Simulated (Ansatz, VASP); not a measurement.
Given: the input of a run of Ansatz 0.2.0 on KCl.

File input.yaml:

```yaml
crystal:
  lattice:
    - [0.0, 3.3894320596, 3.3894320596]
    - [3.3894320596, 0.0, 3.3894320596]
    - [3.3894320596, 3.3894320596, 0.0]
  atoms:
    - { symbol: K, position: [0.0, 0.0, 0.0] }
    - { symbol: Cl, position: [0.5, 0.5, 0.5] }
hamiltonian:
  xc: { exchange: pbe, correlation: none }
  pseudopotentials: { kind: paw, source: jth }
kpoints:
  mp_grid: { grid: [7, 7, 7] }
scf:
  occupations: { method: fermi_dirac, width: 0.025 }
output:
  forces: true
  stress: true
  eigenvalues: true
  efg: {}
```

Potentials or basis: JTH PAW.

Launch:

```bash
$ ansatz run input.yaml --threads 1 --pin off --max-ram 2560MiB --backend cpu --events-out ev --progress --plain --runs-dir out
```

**Question.** Set up the same calculation for VASP 6.6.1. Potentials there: VASP PAW PBE potentials, release 64 (K_sv, Cl).

**Answer.** As run (the cutoff follows the program's own potentials):

The input INCAR:

```
PREC = Accurate ; ENCUT = 520
EDIFF = 1E-8 ; ISMEAR = -1
SIGMA = 0.025 ; LREAL = F
LASPH = T ; NELM = 80
ALGO = Normal ; ISIF = 2
LWAVE = F ; LCHARG = F
GGA = PE ; ALDAC = 0.0
AGGAC = 0.0 ; LEFG = T
NBANDS = 15
```

File KPOINTS:

```
Automatic mesh
0
Gamma
  7 7 7
```

File POSCAR:

```
KCl
1.0
    0.0000000000      3.3894320596      3.3894320596
    3.3894320596      0.0000000000      3.3894320596
    3.3894320596      3.3894320596      0.0000000000
K Cl
1 1
Direct
    0.0000000000      0.0000000000      0.0000000000
    0.5000000000      0.5000000000      0.5000000000
```

Potentials or basis: VASP PAW PBE potentials, release 64 (K_sv, Cl).

The run is started by

```console
$ cat potpaw_PBE.64/K_sv/POTCAR potpaw_PBE.64/Cl/POTCAR > POTCAR
$ mpirun -np 1 vasp_std > vasp.out
```

Both were run:

|  | VASP | Ansatz | Ansatz less VASP |
| --- | --- | --- | --- |
| gap on the k mesh at the Fermi level (eV) | 4.33 | 4.32 | -0.004 |
| least direct gap on the mesh (eV) | 4.33 | 4.32 | -0.004 |
| pressure (GPa) | -0.2 | -0.1 | +0.07 |

VASP's potentials were made for PBE, not for PBE exchange alone.

Noted on Ansatz's run: odd divisions of the mesh miss points on the zone boundary, where band edges often lie, so the gap on the mesh can be too wide.
